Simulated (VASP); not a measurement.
Runs of VASP 6.6.1 on Si2Ni. The structure is that of space group Fm-3m (No. 225), or close to it. The cells are those of the table. 

```tsv
task	cell	k mesh for the DOS	occupations for the DOS	gap on the mesh (eV)	pressure (GPa)
single point	a = 3.852 Å, angles 60.0°, 3 atoms	-	-	none	0.0
single point	a = 3.890 Å, angles 60.0°, 3 atoms	-	-	none	(a)
single point	a = 3.976 Å, angles 60.0°, 3 atoms	-	-	none	-11.2
single point	a = 3.927 Å, angles 60.0°, 3 atoms	-	-	none	-7.6
single point	a = 3.773 Å, angles 60.0°, 3 atoms	-	-	none	10.1
single point	a = 3.813 Å, angles 60.0°, 3 atoms	-	-	none	4.6
single point	a = 3.691 Å, angles 60.0°, 3 atoms	-	-	none	24.4
single point	a = 3.732 Å, angles 60.0°, 3 atoms	-	-	none	16.7
single point	a = 3.823 Å, angles 60.0°, 3 atoms	-	-	none	(b)
```

Alike in all rows: level PBE; potentials or basis VASP PAW PBE potentials, release 64 (Si, Ni); no spin polarisation; k mesh 14 × 14 × 14; cutoff (eV) 520; smearing gaussian 0.1 eV.

Estimate the missing entries.

(a) -4.1; (b) 3.3.

A gap of «none» marks levels without a gap at the run's occupations.
